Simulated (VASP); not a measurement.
# ZrSi7 (P-43m) in VASP: electric field gradients with PBE

Aim: the electric field gradients of ZrSi7 with PBE.

All numbers are computed with VASP 6.6.1; they aren't measurements. Logs are shortened: lines on timing, memory, paths and dates and some standing lists are left out, and cuts for length are marked.

## (1) The cell of the first run

It takes space group P-43m (No. 215, cubic). Conventional cell: a = 5.649 Å, b = 5.649 Å, c = 5.649 Å, α = 90.00°, β = 90.00°, γ = 90.00°. Within 3.4 Å of Zr (site symmetry -43m) lie 4 Si at 2.60 Å. Within 3.2 Å of Si (site symmetry 3m) lie 3 Si at 2.40 Å and 1 Zr at 2.60 Å. Si (site symmetry -42m) has 4 Si at 2.40 Å within 3.2 Å.

## (2) Electric field gradients, PBE

The input, INCAR:

```
  ALGO = Normal
  EDIFF = 1E-8
  ENCUT = 520
  GGA = PE
  ISIF = 2
  ISMEAR = -1
  LASPH = True
  LCHARG = False
  LEFG = True
  LREAL = False
  LWAVE = False
  NBANDS = 30
  NELM = 60
  PREC = Accurate
  SIGMA = 0.15
```

The input, KPOINTS:

```
k-points
0
Gamma
  6 6 6
```

The input, POSCAR:

```
ZrSi7
1.0
    5.6485321841      0.0000000000      0.0000000000
    0.0000000000      5.6485321841      0.0000000000
    0.0000000000      0.0000000000      5.6485321841
Zr Si
1 7
Direct
    0.0000000000      0.0000000000      0.0000000000
    0.2659614387      0.2659614387      0.2659614387
    0.0000000000      0.5000000000      0.5000000000
    0.5000000000      0.5000000000      0.0000000000
    0.5000000000      0.0000000000      0.5000000000
    0.7340385613      0.2659614387      0.7340385613
    0.7340385613      0.7340385613      0.2659614387
    0.2659614387      0.7340385613      0.7340385613
```

Potentials or basis: VASP PAW PBE potentials, release 64 (Zr_sv, Si).

Started as:

```
> cat potpaw_PBE.64/Zr_sv/POTCAR potpaw_PBE.64/Si/POTCAR > POTCAR
> mpirun -np 1 vasp_std > vasp.out
```

OUTCAR:

```text
EDIFF = 1E-8
   ENCUT = 520
   GGA = PE
   ISIF = 2
   ISMEAR = -1
   LASPH = True
   LREAL = False
   NELM = 60
   PREC = Accurate

 ion  position               nearest neighbor table
   1  0.000  0.000  0.000-   2 2.60   6 2.60   7 2.60   8 2.60
   2  0.266  0.266  0.266-   3 2.40   4 2.40   5 2.40   1 2.60
   3  0.000  0.500  0.500-   2 2.40   6 2.40   7 2.40   8 2.40
   4  0.500  0.500  0.000-   2 2.40   6 2.40   7 2.40   8 2.40
   5  0.500  0.000  0.500-   2 2.40   6 2.40   7 2.40   8 2.40
   6  0.734  0.266  0.734-   3 2.40   4 2.40   5 2.40   1 2.60
   7  0.734  0.734  0.266-   3 2.40   4 2.40   5 2.40   1 2.60
   8  0.266  0.734  0.734-   3 2.40   4 2.40   5 2.40   1 2.60

  LATTYP: Found a simple cubic cell.
 ALAT       =     5.6485321841

  Lattice vectors:

 A1 = (   5.6485321841,   0.0000000000,   0.0000000000)
 A2 = (   0.0000000000,   5.6485321841,   0.0000000000)
 A3 = (   0.0000000000,   0.0000000000,   5.6485321841)

Analysis of symmetry for initial positions (statically):
=====================================================================
 Subroutine PRICEL returns:
 Original cell was already a primitive cell.

 Routine SETGRP: Setting up the symmetry group for a
 simple cubic supercell.

 Subroutine GETGRP returns: Found 24 space group operations
 (whereof 24 operations were pure point group operations)
 out of a pool of 48 trial point group operations.

The static configuration has the point symmetry T_d .

Analysis of symmetry for dynamics (positions and initial velocities):
=====================================================================
 Subroutine PRICEL returns:
 Original cell was already a primitive cell.

 Routine SETGRP: Setting up the symmetry group for a
 simple cubic supercell.

 Subroutine GETGRP returns: Found 24 space group operations
 (whereof 24 operations were pure point group operations)
 out of a pool of 48 trial point group operations.

The dynamic configuration has the point symmetry T_d .

 Subroutine INISYM returns: Found 24 space group operations
 (whereof 24 operations are pure point group operations),
 and found     1 'primitive' translations

----------------------------------------------------------------------------------------

                                     Primitive cell

  volume of cell :     180.2216

  direct lattice vectors                    reciprocal lattice vectors
     5.648532184  0.000000000  0.000000000     0.177037143  0.000000000  0.000000000
     0.000000000  5.648532184  0.000000000     0.000000000  0.177037143  0.000000000
     0.000000000  0.000000000  5.648532184     0.000000000  0.000000000  0.177037143

  length of vectors
     5.648532184  5.648532184  5.648532184     0.177037143  0.177037143  0.177037143

  position of ions in fractional coordinates (direct lattice)
     0.000000000  0.000000000  0.000000000
     0.265961439  0.265961439  0.265961439
     0.000000000  0.500000000  0.500000000
     0.500000000  0.500000000  0.000000000
     0.500000000  0.000000000  0.500000000
     0.734038561  0.265961439  0.734038561
     0.734038561  0.734038561  0.265961439
     0.265961439  0.734038561  0.734038561

  ion indices of the primitive-cell ions
   primitive index   ion index
                 1           1
                 2           2
                 3           3
                 4           4
                 5           5
                 6           6
                 7           7
                 8           8

----------------------------------------------------------------------------------------

 KPOINTS: k-points

Automatic generation of k-mesh.
 Grid dimensions read from file:
 generate k-points for:    6    6    6

 Generating k-lattice:

  Cartesian coordinates                     Fractional coordinates (reciprocal lattice)
     0.029506190  0.000000000  0.000000000     0.166666667  0.000000000  0.000000000
     0.000000000  0.029506190  0.000000000     0.000000000  0.166666667  0.000000000
     0.000000000  0.000000000  0.029506190     0.000000000  0.000000000  0.166666667

  Length of vectors
     0.029506190  0.029506190  0.029506190

  Shift w.r.t. Gamma in fractional coordinates (k-lattice)
     0.000000000  0.000000000  0.000000000

 Subroutine IBZKPT returns following result:
 ===========================================

 Found     20 irreducible k-points:

 Following reciprocal coordinates:
            Coordinates               Weight
  0.000000  0.000000  0.000000      1.000000
  0.166667  0.000000  0.000000      6.000000
  0.333333  0.000000  0.000000      6.000000
  0.500000  0.000000  0.000000      3.000000
  0.166667  0.166667  0.000000     12.000000
  0.333333  0.166667  0.000000     24.000000
[... 12 lines left out ...]
  0.500000  0.500000  0.333333      6.000000
  0.500000  0.500000  0.500000      1.000000
   k-points           NKPTS =     20   k-points in BZ     NKDIM =     20   number of bands    NBANDS=     30
   number of dos      NEDOS =    301   number of ions     NIONS =      8
   total plane-waves  NPLWV =  74088
   dimension x,y,z NGX =    42 NGY =   42 NGZ =   42
   dimension x,y,z NGXF=    84 NGYF=   84 NGZF=   84
   ions per type =               1   7
   NGX,Y,Z   is equivalent  to a cutoff of  12.36, 12.36, 12.36 a.u.
   NGXF,Y,Z  is equivalent  to a cutoff of  24.72, 24.72, 24.72 a.u.
 SYSTEM =  unknown system
   PREC   = accura    normal or accurate (medium, high low for compatibility)
   ISTART =      0    job   : 0-new  1-cont  2-samecut
   ICHARG =      2    charge: 1-file 2-atom 10-const
   ISPIN  =      1    spin polarized calculation?
   LNONCOLLINEAR =      F non collinear calculations
   LSORBIT =      F    spin-orbit coupling
   LASPH  =      T    aspherical Exc in radial PAW
   ENCUT  =  520.0 eV  38.22 Ry    6.18 a.u.  10.50 10.50 10.50*2*pi/ulx,y,z
   NELM   =     60;   NELMIN=  2; NELMDL= -5     # of ELM steps
   EDIFF  = 0.1E-07   stopping-criterion for ELM
   LREAL  =      F    real-space projection
   EDIFFG = 0.1E-06   stopping-criterion for IOM
   NSW    =      0    number of steps for IOM
   IBRION =     -1    ionic relax: 0-MD 1-quasi-New 2-CG
   NFREE  =      0    steps in history (QN), initial steepest desc. (CG)
   ISIF   =      2    stress and relaxation
   ISYM   =      2    0-nonsym 1-usesym 2-fastsym
   POTIM  = 0.5000    time-step for ionic-motion
   TEBEG  =    0.0;   TEEND  =   0.0 temperature during run
   PSTRESS=    0.0 pullay stress
   NELECT =      40.0000    total number of electrons
   NUPDOWN=      -1.0000    fix difference up-down
   EMIN   =  10.00;   EMAX   =-10.00  energy-range for DOS
   EFERMI =   0.00;   METHOD = LEGACY
   ISMEAR =    -1;   SIGMA  =   0.15  broadening in eV -4-tet -1-fermi 0-gaus
   EFERMI_NEDOS =   21; number of points for ismear=-14 and -15
   IALGO  =     38    algorithm
   IMIX   =      4    mixing-type and parameters
     AMIX     =   0.40;   BMIX     =  1.00
     AMIX_MAG =   1.60;   BMIX_MAG =  1.00
  volume/ion in A,a.u.               =      22.53       152.02
  Fermi-wavevector in a.u.,A,eV,Ry     =   0.991195  1.873087 13.367289  0.982468
  Thomas-Fermi vector in A             =   2.122919
   LORBIT       =      0    0 simple, 1 ext, 2 COOP (PROOUT), +10 PAW based schemes
   GGA     = PE    functional components
   LHFCALC =     F    Hartree Fock is set to
   AEXX    =    0.0000 exact exchange contribution
   IVDW    =     0    specifies the selected vdW correction
   LEPSILON=     F    determine dielectric tensor
   LRPA    =     F    only Hartree local field effects (RPA)
 non-spin polarized calculation
  energy-cutoff  :      520.00
  volume of cell :      180.22
 maximum number of plane-waves:      4945
   NGX = 21   NGY = 21   NGZ = 21

 number of electron      40.0000003 magnetization

 Free energy of the ion-electron system (eV)
  ---------------------------------------------------
  ext. energy  EPLUGINS =         0.00000000
  ---------------------------------------------------
  free energy    TOTEN  =       -44.21271455 eV

  energy without entropy =      -44.07721369  energy(sigma->0) =      -44.14496412

 E-fermi :   5.3858     XC(G=0):  -9.2299

 val. band max:        5.1835589200   @ k =   0.1667   0.0000   0.0000
 cond. band min:       5.5250031924   @ k =   0.1667   0.1667   0.0000
 fundamental gap:      0.3414442724
 Fermi energy:         5.3857522481

 k-point     1 :       0.0000    0.0000    0.0000
  band No.  band energies     occupation
      1     -43.4014      2.00000
      2     -21.4853      2.00000
      3     -21.4853      2.00000
      4     -21.4853      2.00000
      5      -5.8478      2.00000
      6      -2.5193      2.00000
[... 22 lines left out ...]
     29       9.1900      0.00000
     30       9.3634      0.00000

 k-point     2 :       0.1667    0.0000    0.0000
  band No.  band energies     occupation
      1     -43.4014      2.00000
      2     -21.4855      2.00000
      3     -21.4853      2.00000
      4     -21.4853      2.00000
      5      -5.7463      2.00000
      6      -3.2471      2.00000
[... 586 lines left out ...]
 k-point    20 :       0.5000    0.5000    0.5000
  band No.  band energies     occupation
      1     -43.4013      2.00000
      2     -21.4859      2.00000
      3     -21.4859      2.00000
      4     -21.4859      2.00000
      5      -4.1073      2.00000
      6      -4.1073      2.00000
[... 22 lines left out ...]
     29       9.4116      0.00000
     30       9.4116      0.00000

------------------------ aborting loop because EDIFF is reached ----------------------------------------

  FORCE on cell =-STRESS in cart. coord.  units (eV):
  Direction    XX          YY          ZZ          XY          YZ          ZX
  --------------------------------------------------------------------------------------
  -------------------------------------------------------------------------------------
  Total       -0.0535556     -0.0535556     -0.0535556      0.0000000      0.0000000     -0.0000000
  in kB       -0.4761113     -0.4761113     -0.4761113      0.0000000      0.0000000     -0.0000000
  external PRESSURE =      -0.4761113 kB  Pullay stress =       0.0000000 kB

 VOLUME and BASIS-vectors are now :
 -----------------------------------------------------------------------------
  energy-cutoff  :      520.00
  volume of cell :      180.22
      direct lattice vectors                 reciprocal lattice vectors
     5.648532184  0.000000000  0.000000000     0.177037143  0.000000000  0.000000000
     0.000000000  5.648532184  0.000000000     0.000000000  0.177037143  0.000000000
     0.000000000  0.000000000  5.648532184     0.000000000  0.000000000  0.177037143

 POSITION                                       TOTAL-FORCE (eV/Angst)
 -----------------------------------------------------------------------------------
      0.00000      0.00000      0.00000        -0.000000      0.000000      0.000000
      1.50229      1.50229      1.50229         0.003231      0.003231      0.003231
      0.00000      2.82427      2.82427        -0.000000      0.000000      0.000000
      2.82427      2.82427      0.00000        -0.000000      0.000000      0.000000
      2.82427      0.00000      2.82427        -0.000000      0.000000      0.000000
      4.14624      1.50229      4.14624        -0.003231      0.003231     -0.003231
      4.14624      4.14624      1.50229        -0.003231     -0.003231      0.003231
      1.50229      4.14624      4.14624         0.003231     -0.003231     -0.003231
 -----------------------------------------------------------------------------------
    total drift:                                0.000000      0.000000      0.000000

  FREE ENERGIE OF THE ION-ELECTRON SYSTEM (eV)
  ---------------------------------------------------
  free  energy   TOTEN  =       -44.2127145526 eV

  energy  without entropy=      -44.0772136881  energy(sigma->0) =      -44.14496412

 Electric field gradients (V/A^2)
---------------------------------------------------------------------
 ion       V_xx      V_yy      V_zz      V_xy      V_xz      V_yz
---------------------------------------------------------------------
   1      -0.000    -0.000    -0.000    -0.000     0.000    -0.000
   2      -0.000    -0.000    -0.000   -21.101   -21.101   -21.101
   3     -12.077     6.038     6.038    -0.000    -0.000    -0.000
   4       6.038     6.038   -12.077    -0.000    -0.000     0.000
   5       6.038   -12.077     6.038    -0.000    -0.000     0.000
   6      -0.000    -0.000    -0.000    21.101   -21.101    21.101
   7      -0.000    -0.000    -0.000   -21.101    21.101    21.101
   8      -0.000    -0.000    -0.000    21.101    21.101   -21.101
---------------------------------------------------------------------

 Electric field gradients after diagonalization (V/A^2)
 (convention: |V_zz| > |V_xx| > |V_yy|)
----------------------------------------------------------------------
 ion       V_xx      V_yy      V_zz     asymmetry (V_yy - V_xx)/ V_zz
----------------------------------------------------------------------
   1      -0.000    -0.000    -0.000      -0.335
   2      21.101    21.101   -42.202       0.000
   3       6.038     6.038   -12.077       0.000
   4       6.038     6.038   -12.077       0.000
   5       6.038     6.038   -12.077       0.000
   6      21.101    21.101   -42.202       0.000
   7      21.101    21.101   -42.202       0.000
   8      21.101    21.101   -42.202       0.000
----------------------------------------------------------------------

           NMR quadrupolar parameters

 Cq : quadrupolar parameter    Cq=e*Q*V_zz/h
 eta: asymmetry parameters     (V_yy - V_xx)/ V_zz
 Q  : nuclear electric quadrupole moment in mb (millibarn)
----------------------------------------------------------------------
 ion       Cq(MHz)       eta       Q (mb)
----------------------------------------------------------------------
   1      -0.000      -0.335       1.000
   2      -0.102       0.000       1.000
   3      -0.029       0.000       1.000
   4      -0.029       0.000       1.000
   5      -0.029       0.000       1.000
   6      -0.102       0.000       1.000
   7      -0.102       0.000       1.000
   8      -0.102       0.000       1.000
----------------------------------------------------------------------
```

Run time: 2.1 min. Hardware: 1 thread of Intel Xeon Platinum 8259CL at 2.50GHz (Skylake/Cascade Lake), shared host; peak memory 0.3 GiB.

What came out:

| Property | Result |
| --- | --- |
| Free energy | -44.2127 eV |
| Pressure | 0.0 GPa |
| Largest force | 0.006 eV/Å |
| Band gap on the k mesh | zero (band 20 reaches 5.10 eV, above the bottom of band 21 at 5.07 eV) |

Forces in eV/Å, atoms in the order of the input:
```
Zr   0.000  0.000  0.000
Si   0.003  0.003  0.003
Si   0.000  0.000  0.000
Si   0.000  0.000  0.000
Si   0.000  0.000  0.000
Si  -0.003  0.003 -0.003
Si  -0.003 -0.003  0.003
Si   0.003 -0.003 -0.003
```

Electric field gradients, principal values (V/Å²):
```
atom   least  middle  greatest (by size)
1 Zr   0.000   0.000               0.000
2 Si  21.101  21.101             -42.202
3 Si   6.038   6.038             -12.077
4 Si   6.038   6.038             -12.077
5 Si   6.038   6.038             -12.077
6 Si  21.101  21.101             -42.202
7 Si  21.101  21.101             -42.202
8 Si  21.101  21.101             -42.202
```

Caveat: without QUAD_EFG the Cq values of the log hold for a quadrupole moment of 1 mb, not for the nuclei.
